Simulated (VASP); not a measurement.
Write the native input for VASP 6.6.1 that does the following.

| Property | Result |
| --- | --- |
| Task | single point |
| Functional | PBE |
| Potentials or basis | VASP PAW PBE potentials, release 64 (Ga_d, N) |
| Cutoff | 520 eV |
| k mesh | 8 × 8 × 8 |
| Occupations | gaussian, width 0.01 eV |
| Spin | no spin polarisation |
| Dipole correction | no |
| Further INCAR settings | ALGO = Normal; EDIFF = 1e-06; NBANDS = 16 |

The structure of GaN lies in POSCAR:

```
GaN
1.0
    0.0000000000      2.2967255614      2.2967255614
    2.2967255614      0.0000000000      2.2967255614
    2.2967255614      2.2967255614      0.0000000000
Ga N
1 1
Direct
    0.0000000000      0.0000000000      0.0000000000
    0.7500000000      0.7500000000      0.7500000000
```

This cell differs from its parent crystal: volume changed by +3%.

These files were run (other wordings do the same):

INCAR

```
ALGO = Normal ; EDIFF = 1E-6
ENCUT = 520 ; GGA = PE
ISIF = 2 ; ISMEAR = 0
LASPH = True ; LCHARG = False
LREAL = False ; LWAVE = False
NBANDS = 16 ; NELM = 100
PREC = Accurate ; SIGMA = 0.01
```

KPOINTS

```
k-points
0
Gamma
  8 8 8
```

Potentials or basis: VASP PAW PBE potentials, release 64 (Ga_d, N).

Command:

```bash
$ cat potpaw_PBE.64/Ga_d/POTCAR potpaw_PBE.64/N/POTCAR > POTCAR
$ mpirun -np 1 vasp_std > vasp.out
```

It gave:

The pressure is -4.6 GPa. The band gap on the k mesh is 1.36 eV, direct.

It took 4.2 s on 1 thread of Intel(R) Xeon(R) 6975P-C (Granite Rapids), on a shared host, peak memory 0.13 GiB.
